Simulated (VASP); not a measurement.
# Na (C2/m) in VASP: notebook

The runs below take Na through single point, with PBE, PBEsol.

All numbers are computed with VASP 6.6.1; they aren't measurements. Logs are shortened: lines on timing, memory, paths and dates and some standing lists are left out, and cuts for length are marked.

**1. The cell of the first run**

The structure is monoclinic, space group C2/m (No. 12). The conventional cell has a = 6.393 Å, b = 3.713 Å, c = 9.614 Å, α = 90.00°, β = 103.07°, γ = 90.00°. Within 4.9 Å of Na (site symmetry 2/m) lie 12 Na at 3.70 to 3.79 Å. Na (site symmetry m) has 12 Na at 3.70 to 3.79 Å within 4.9 Å.

**2. Single point, PBE**

Input file INCAR:

```
SYSTEM = Na
ALGO = Normal ; EDIFF = 1E-6
ENCUT = 500 ; GGA = PE
GGA_COMPAT = .False. ; ISIF = 2
ISMEAR = 0 ; LASPH = .True.
LCHARG = .False. ; LREAL = .False.
LWAVE = .False. ; NBANDS = 18
NELM = 120 ; PREC = Accurate
SIGMA = 0.0026
```

Input file KPOINTS:

```
k-points
0
Gamma
  4 4 2
  0 0 0
```

Input file POSCAR:

```
Na
1.0
    3.1966520447     -1.8565520294      0.0000000000
    3.1966520447      1.8565520294      0.0000000000
   -2.1744518352      0.0000000000      9.3648511597
Na
3
Direct
    0.7340000000      0.5030000000      0.2330000000
    0.9564150000      0.7254150000      0.8996760000
    1.5115850000      1.2805850000      0.5663240000
```

Potentials or basis: VASP PAW PBE potentials, release 64 (Na_pv).

Launch:

```
$ cat potpaw_PBE.64/Na_pv/POTCAR > POTCAR
$ mpirun -np 1 vasp_std > vasp.out
```

OUTCAR:

```text
SYSTEM = Na
   EDIFF = 1E-6
   ENCUT = 500
   GGA = PE
   ISIF = 2
   ISMEAR = 0
   LASPH = .True.
   LREAL = .False.
   NELM = 120
   PREC = Accurate

 ion  position               nearest neighbor table
   1  0.734  0.503  0.233-
   2  0.956  0.725  0.900-
   3  0.512  0.281  0.566-

  LATTYP: Found a base centered monoclinic cell.
 ALAT       =     6.3933040894
 B/A-ratio  =     0.5807801423
 C/A-ratio  =     1.5037582021
 COS(beta)  =    -0.2261759492

  Lattice vectors:

 A1 = (   3.1966520447,  -1.8565520294,   0.0000000000)
 A2 = (   3.1966520447,   1.8565520294,   0.0000000000)
 A3 = (  -2.1744518352,   0.0000000000,   9.3648511597)

Analysis of symmetry for initial positions (statically):
=====================================================================
 Subroutine PRICEL returns:
 Original cell was already a primitive cell.

 Routine SETGRP: Setting up the symmetry group for a
 base centered monoclinic supercell.

 Subroutine GETGRP returns: Found  4 space group operations
 (whereof  1 operations were pure point group operations)
 out of a pool of  4 trial point group operations.

The static configuration has the point symmetry C_1 .
 The point group associated with its full space group is C_2h.

Analysis of symmetry for dynamics (positions and initial velocities):
=====================================================================
 Subroutine PRICEL returns:
 Original cell was already a primitive cell.

 Routine SETGRP: Setting up the symmetry group for a
 base centered monoclinic supercell.

 Subroutine GETGRP returns: Found  4 space group operations
 (whereof  1 operations were pure point group operations)
 out of a pool of  4 trial point group operations.

The dynamic configuration has the point symmetry C_1 .
 The point group associated with its full space group is C_2h.

 Subroutine INISYM returns: Found  4 space group operations
 (whereof  1 operations are pure point group operations),
 and found     1 'primitive' translations

----------------------------------------------------------------------------------------

                                     Primitive cell

  volume of cell :     111.1561

  direct lattice vectors                    reciprocal lattice vectors
     3.196652045 -1.856552029  0.000000000     0.156413646 -0.269316449  0.036318136
     3.196652045  1.856552029  0.000000000     0.156413646  0.269316449  0.036318136
    -2.174451835  0.000000000  9.364851160     0.000000000  0.000000000  0.106782263

  length of vectors
     3.696670087  3.696670087  9.613983463     0.313553162  0.313553162  0.106782263

  position of ions in fractional coordinates (direct lattice)
     0.734000000  0.503000000  0.233000000
     0.956415000  0.725415000  0.899676000
     0.511585000  0.280585000  0.566324000

  ion indices of the primitive-cell ions
   primitive index   ion index
                 1           1
                 2           2
                 3           3

----------------------------------------------------------------------------------------

 KPOINTS: k-points

Automatic generation of k-mesh.
 Grid dimensions read from file:
 generate k-points for:    4    4    2

 Generating k-lattice:

  Cartesian coordinates                     Fractional coordinates (reciprocal lattice)
     0.039103411 -0.067329112  0.009079534     0.250000000  0.000000000  0.000000000
     0.039103411  0.067329112  0.009079534     0.000000000  0.250000000  0.000000000
     0.000000000  0.000000000  0.053391132     0.000000000  0.000000000  0.500000000

  Length of vectors
     0.078388290  0.078388290  0.053391132

  Shift w.r.t. Gamma in fractional coordinates (k-lattice)
     0.000000000  0.000000000  0.000000000

 Subroutine IBZKPT returns following result:
 ===========================================

 Found     14 irreducible k-points:

 Following reciprocal coordinates:
            Coordinates               Weight
  0.000000  0.000000  0.000000      1.000000
  0.250000  0.000000  0.000000      4.000000
  0.500000  0.000000  0.000000      2.000000
  0.250000  0.250000  0.000000      2.000000
  0.500000  0.250000  0.000000      4.000000
 -0.250000  0.250000  0.000000      2.000000
  0.500000  0.500000  0.000000      1.000000
  0.000000  0.000000  0.500000      1.000000
  0.250000  0.000000  0.500000      4.000000
  0.500000  0.000000  0.500000      2.000000
  0.250000  0.250000  0.500000      2.000000
  0.500000  0.250000  0.500000      4.000000
 -0.250000  0.250000  0.500000      2.000000
  0.500000  0.500000  0.500000      1.000000
   k-points           NKPTS =     14   k-points in BZ     NKDIM =     14   number of bands    NBANDS=     18
   number of dos      NEDOS =    301   number of ions     NIONS =      3
   total plane-waves  NPLWV =  54880
   dimension x,y,z NGX =    28 NGY =   28 NGZ =   70
   dimension x,y,z NGXF=    56 NGYF=   56 NGZF=  140
   ions per type =               3
   NGX,Y,Z   is equivalent  to a cutoff of  12.59, 12.59, 12.10 a.u.
   NGXF,Y,Z  is equivalent  to a cutoff of  25.18, 25.18, 24.21 a.u.
 SYSTEM =  Na
   PREC   = accura    normal or accurate (medium, high low for compatibility)
   ISTART =      0    job   : 0-new  1-cont  2-samecut
   ICHARG =      2    charge: 1-file 2-atom 10-const
   ISPIN  =      1    spin polarized calculation?
   LNONCOLLINEAR =      F non collinear calculations
   LSORBIT =      F    spin-orbit coupling
   LASPH  =      T    aspherical Exc in radial PAW
   ENCUT  =  500.0 eV  36.75 Ry    6.06 a.u.   6.74  6.74 17.53*2*pi/ulx,y,z
   NELM   =    120;   NELMIN=  2; NELMDL= -5     # of ELM steps
   EDIFF  = 0.1E-05   stopping-criterion for ELM
   LREAL  =      F    real-space projection
   EDIFFG = 0.1E-04   stopping-criterion for IOM
   NSW    =      0    number of steps for IOM
   IBRION =     -1    ionic relax: 0-MD 1-quasi-New 2-CG
   NFREE  =      0    steps in history (QN), initial steepest desc. (CG)
   ISIF   =      2    stress and relaxation
   ISYM   =      2    0-nonsym 1-usesym 2-fastsym
   POTIM  = 0.5000    time-step for ionic-motion
   TEBEG  =    0.0;   TEEND  =   0.0 temperature during run
   PSTRESS=    0.0 pullay stress
   NELECT =      21.0000    total number of electrons
   NUPDOWN=      -1.0000    fix difference up-down
   EMIN   =  10.00;   EMAX   =-10.00  energy-range for DOS
   EFERMI =   0.00;   METHOD = LEGACY
   ISMEAR =     0;   SIGMA  =   0.00  broadening in eV -4-tet -1-fermi 0-gaus
   EFERMI_NEDOS =   21; number of points for ismear=-14 and -15
   IALGO  =     38    algorithm
   IMIX   =      4    mixing-type and parameters
     AMIX     =   0.40;   BMIX     =  1.00
     AMIX_MAG =   1.60;   BMIX_MAG =  1.00
  volume/ion in A,a.u.               =      37.05       250.04
  Fermi-wavevector in a.u.,A,eV,Ry     =   0.939370  1.775152 12.006005  0.882416
  Thomas-Fermi vector in A             =   2.066676
   LORBIT       =      0    0 simple, 1 ext, 2 COOP (PROOUT), +10 PAW based schemes
   GGA     = PE    functional components
   LHFCALC =     F    Hartree Fock is set to
   AEXX    =    0.0000 exact exchange contribution
   IVDW    =     0    specifies the selected vdW correction
   LEPSILON=     F    determine dielectric tensor
   LRPA    =     F    only Hartree local field effects (RPA)
 non-spin polarized calculation
 Gauss-broadening in eV      SIGMA  =   0.00
  energy-cutoff  :      500.00
  volume of cell :      111.16
 maximum number of plane-waves:      2858
 NGX is ok and might be reduce to    28
   NGX = 13   NGY = 13   NGZ = 35

 number of electron      20.9999995 magnetization

 Free energy of the ion-electron system (eV)
  ---------------------------------------------------
  ext. energy  EPLUGINS =         0.00000000
  ---------------------------------------------------
  free energy    TOTEN  =        -3.84794059 eV

  energy without entropy =       -3.84784891  energy(sigma->0) =       -3.84789475

 E-fermi :   0.3266     XC(G=0):  -6.5031

 val. band max:        0.2170502026   @ k =  -0.2500   0.2500   0.5000
 cond. band min:       0.3265679638   @ k =   0.2500   0.2500   0.0000
 fundamental gap:      0.1095177612
 Fermi energy:         0.3265679638

 k-point     1 :       0.0000    0.0000    0.0000
  band No.  band energies     occupation
      1     -24.5917      2.00000
      2     -24.5917      2.00000
      3     -24.5718      2.00000
      4     -24.5717      2.00000
      5     -24.5704      2.00000
      6     -24.5702      2.00000
[... 10 lines left out ...]
     17      10.8182      0.00000
     18      10.8526      0.00000

 k-point     2 :       0.2500    0.0000    0.0000
  band No.  band energies     occupation
      1     -24.5920      2.00000
      2     -24.5910      2.00000
      3     -24.5843      2.00000
      4     -24.5823      2.00000
      5     -24.5791      2.00000
      6     -24.5754      2.00000
[... 10 lines left out ...]
     17       7.4439      0.00000
     18       8.7588      0.00000

 k-point     3 :       0.5000    0.0000    0.0000
  band No.  band energies     occupation
      1     -24.6029      2.00000
      2     -24.6008      2.00000
      3     -24.5990      2.00000
      4     -24.5814      2.00000
      5     -24.5791      2.00000
      6     -24.5790      2.00000
[... 10 lines left out ...]
     17       6.1901      0.00000
     18       7.4895      0.00000

 k-point     4 :       0.2500    0.2500    0.0000
  band No.  band energies     occupation
      1     -24.5932      2.00000
      2     -24.5913      2.00000
      3     -24.5852      2.00000
      4     -24.5834      2.00000
      5     -24.5786      2.00000
      6     -24.5755      2.00000
[... 10 lines left out ...]
     17       8.1510      0.00000
     18       8.4679      0.00000

 k-point     5 :       0.5000    0.2500    0.0000
  band No.  band energies     occupation
      1     -24.5981      2.00000
      2     -24.5963      2.00000
      3     -24.5953      2.00000
      4     -24.5855      2.00000
      5     -24.5842      2.00000
      6     -24.5811      2.00000
[... 10 lines left out ...]
     17       5.2004      0.00000
     18       5.5667      0.00000

 k-point     6 :      -0.2500    0.2500    0.0000
  band No.  band energies     occupation
      1     -24.5959      2.00000
      2     -24.5957      2.00000
      3     -24.5941      2.00000
      4     -24.5867      2.00000
      5     -24.5845      2.00000
      6     -24.5815      2.00000
[... 10 lines left out ...]
     17       6.0085      0.00000
     18       6.4603      0.00000

 k-point     7 :       0.5000    0.5000    0.0000
  band No.  band energies     occupation
      1     -24.6046      2.00000
      2     -24.6025      2.00000
      3     -24.5994      2.00000
      4     -24.5836      2.00000
      5     -24.5801      2.00000
      6     -24.5765      2.00000
[... 10 lines left out ...]
     17       5.2944      0.00000
     18       7.6450      0.00000

 k-point     8 :       0.0000    0.0000    0.5000
  band No.  band energies     occupation
      1     -24.5997      2.00000
      2     -24.5757      2.00000
      3     -24.5757      2.00000
      4     -24.5727      2.00000
      5     -24.5714      2.00000
      6     -24.5698      2.00000
[... 10 lines left out ...]
     17      10.6609      0.00000
     18      10.9117      0.00000

 k-point     9 :       0.2500    0.0000    0.5000
  band No.  band energies     occupation
      1     -24.5938      2.00000
      2     -24.5877      2.00000
      3     -24.5862      2.00000
      4     -24.5841      2.00000
      5     -24.5766      2.00000
      6     -24.5746      2.00000
[... 10 lines left out ...]
     17       7.6364      0.00000
     18       8.5158      0.00000

 k-point    10 :       0.5000    0.0000    0.5000
  band No.  band energies     occupation
      1     -24.6031      2.00000
      2     -24.6011      2.00000
      3     -24.5983      2.00000
      4     -24.5832      2.00000
      5     -24.5808      2.00000
      6     -24.5762      2.00000
[... 10 lines left out ...]
     17       5.3197      0.00000
     18       7.7438      0.00000

 k-point    11 :       0.2500    0.2500    0.5000
  band No.  band energies     occupation
      1     -24.5932      2.00000
      2     -24.5887      2.00000
      3     -24.5874      2.00000
      4     -24.5855      2.00000
      5     -24.5764      2.00000
      6     -24.5753      2.00000
[... 10 lines left out ...]
     17       7.0721      0.00000
     18       8.5755      0.00000

 k-point    12 :       0.5000    0.2500    0.5000
  band No.  band energies     occupation
      1     -24.5976      2.00000
      2     -24.5966      2.00000
      3     -24.5955      2.00000
      4     -24.5857      2.00000
      5     -24.5841      2.00000
      6     -24.5809      2.00000
[... 10 lines left out ...]
     17       5.2374      0.00000
     18       5.6015      0.00000

 k-point    13 :      -0.2500    0.2500    0.5000
  band No.  band energies     occupation
      1     -24.5958      2.00000
      2     -24.5955      2.00000
      3     -24.5924      2.00000
      4     -24.5873      2.00000
      5     -24.5856      2.00000
      6     -24.5830      2.00000
[... 10 lines left out ...]
     17       5.0548      0.00000
     18       5.6798      0.00000

 k-point    14 :       0.5000    0.5000    0.5000
  band No.  band energies     occupation
      1     -24.6044      2.00000
      2     -24.6020      2.00000
      3     -24.6006      2.00000
      4     -24.5808      2.00000
      5     -24.5795      2.00000
      6     -24.5784      2.00000
[... 10 lines left out ...]
     17       6.2750      0.00000
     18       7.4341      0.00000

------------------------ aborting loop because EDIFF is reached ----------------------------------------

  FORCE on cell =-STRESS in cart. coord.  units (eV):
  Direction    XX          YY          ZZ          XY          YZ          ZX
  --------------------------------------------------------------------------------------
  -------------------------------------------------------------------------------------
  Total       -0.1558152      0.5380789     -0.2547459      0.0000000      0.0000000      0.2200163
  in kB       -2.2458829      7.7557391     -3.6718462      0.0000000      0.0000000      3.1712620
  external PRESSURE =       0.6126700 kB  Pullay stress =       0.0000000 kB

 VOLUME and BASIS-vectors are now :
 -----------------------------------------------------------------------------
  energy-cutoff  :      500.00
  volume of cell :      111.16
      direct lattice vectors                 reciprocal lattice vectors
     3.196652045 -1.856552029  0.000000000     0.156413646 -0.269316449  0.036318136
     3.196652045  1.856552029  0.000000000     0.156413646  0.269316449  0.036318136
    -2.174451835  0.000000000  9.364851160     0.000000000  0.000000000  0.106782263

 POSITION                                       TOTAL-FORCE (eV/Angst)
 -----------------------------------------------------------------------------------
      3.44761     -0.42886      2.18201        -0.000000      0.000000     -0.000000
      3.41992     -0.42886      8.42533         0.002117      0.000000     -0.000828
      1.30085     -0.42886      5.30354        -0.002117      0.000000      0.000828
 -----------------------------------------------------------------------------------
    total drift:                               -0.000025     -0.000001      0.000001

  FREE ENERGIE OF THE ION-ELECTRON SYSTEM (eV)
  ---------------------------------------------------
  free  energy   TOTEN  =        -3.8479405920 eV

  energy  without entropy=       -3.8478489112  energy(sigma->0) =       -3.84789475
```

Wall time 8 s (1 thread of Intel Xeon 6975P-C (Granite Rapids), shared host); peak memory 0.21 GiB.

Results:

```yaml
Free_energy: -3.8479 eV
Pressure: 0.1 GPa
```

Forces on the atoms (eV/Å):
```
Na   0.000  0.000  0.000
Na   0.002  0.000 -0.001
Na  -0.002  0.000  0.001
```

Stress tensor (GPa, compression positive):
```
-0.22  0.00  0.32
 0.00  0.78  0.00
 0.32  0.00 -0.37
```

Levels at points of the mesh, in eV from the Fermi level:
| k point | band 7 | band 8 | band 9 | band 10 | band 11 | band 12 | band 13 | band 14 |
| --- | --- | --- | --- | --- | --- | --- | --- | --- |
| (0.00, 0.00, 0.00) | -24.90 | -24.89 | -24.89 | -3.28 | -1.53 | -1.53 | 3.48 | 3.48 |
| (0.50, 0.00, 0.00) | -24.91 | -24.90 | -24.90 | 0.35 | 0.47 | 1.30 | 1.76 | 2.60 |
| (0.50, 0.50, 0.00) | -24.90 | -24.90 | -24.90 | 0.53 | 0.63 | 0.95 | 1.36 | 3.28 |
| (0.00, 0.00, 0.50) | -24.90 | -24.89 | -24.89 | -2.83 | -2.83 | 0.42 | 0.77 | 7.04 |
| (0.50, 0.00, 0.50) | -24.90 | -24.90 | -24.90 | 0.49 | 0.58 | 0.94 | 1.35 | 3.21 |
| (0.50, 0.50, 0.50) | -24.90 | -24.90 | -24.90 | 0.37 | 0.50 | 1.36 | 1.82 | 2.59 |

Caveat: the k points lie up to 0.49 Å⁻¹ apart.

(Continued in part 2 of 2.)
